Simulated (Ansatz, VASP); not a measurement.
# One calculation of K2SiB2, two programs

```
K Si B
1.0
    -2.61603    2.88334    4.85433
     2.61603   -2.88334    4.85433
     2.61603    2.88334   -4.85433
K Si B
2 1 2
Cartesian
  0.0000 0.0000 3.0127
  0.0000 0.0000 6.6960
  2.6160 0.0000 0.0000
  4.4615 0.0000 0.0000
  0.7705 0.0000 0.0000
```

Alike in both runs: functional PBE; k mesh 10 × 10 × 10; occupations gaussian, width 0.1 eV; no spin polarisation.

Ansatz relaxed the structure, and its values are those at the end. VASP's run is a single point on that final structure, the one shown.

```csv
,VASP,Ansatz
version,VASP 6.6.1,Ansatz 0.2.0
potentials or method,"VASP PAW PBE potentials, release 64 (K_sv, Si, B), cutoff 520 eV","scalar-relativistic, plane waves, PAW"
valence electrons in the cell,28,28
```

VASP gave:

* gap on the k mesh at the Fermi level (eV): none
* pressure (GPa): 0.0
* rms of the force components (eV/Å): 0.003

Problem. Estimate Ansatz's values.

Solution. gap on the k mesh at the Fermi level (eV): none; pressure (GPa): 0.0; rms of the force components (eV/Å): 0.001.

A gap of «none» marks a metal or a gap that the smearing closes.
